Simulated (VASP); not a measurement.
# TaRu: single point with LDA

TaRu:

```xyz
2
Lattice="3.1870 0.0000 0.0000 0.0000 3.1870 0.0000 0.0000 0.0000 3.1551" Properties=species:S:1:pos:R:3 pbc="T T T"
Ta    1.5935    1.5935    1.5776
Ru    0.0000    0.0000    0.0000
```

This cell differs from its parent crystal: zz strain of -1 %.

```json
{"Program": "VASP 6.6.1", "Task": "single point", "Functional": "LDA", "Potentials or basis": "VASP PAW LDA potentials, release 64 (Ta_pv, Ru_pv)", "Cutoff": "520 eV", "k mesh": "13 × 13 × 13", "Occupations": "fermi-dirac, width 0.03 eV", "Spin": "no spin polarisation"}
```

- Pressure: -13.3 GPa

Stress tensor (GPa, compression positive):
```
-12.61   0.00   0.00
  0.00 -12.61   0.00
  0.00   0.00 -14.70
```

Levels at points of the mesh, in eV from the Fermi level:
| k point | band 10 | band 11 | band 12 | band 13 | band 14 | band 15 |
| --- | --- | --- | --- | --- | --- | --- |
| (0.00, 0.00, 0.00) | -2.43 | -2.34 | -2.34 | 0.90 | 1.04 | 4.01 |

Run time: 100 s on 1 thread of Intel Xeon 8259CL (shared host), peak memory 0.23 GiB.

Caveat: the cell differs from its parent crystal (zz strain of -1 %); spin-orbit coupling is left out, which moves the levels of the heavy elements.
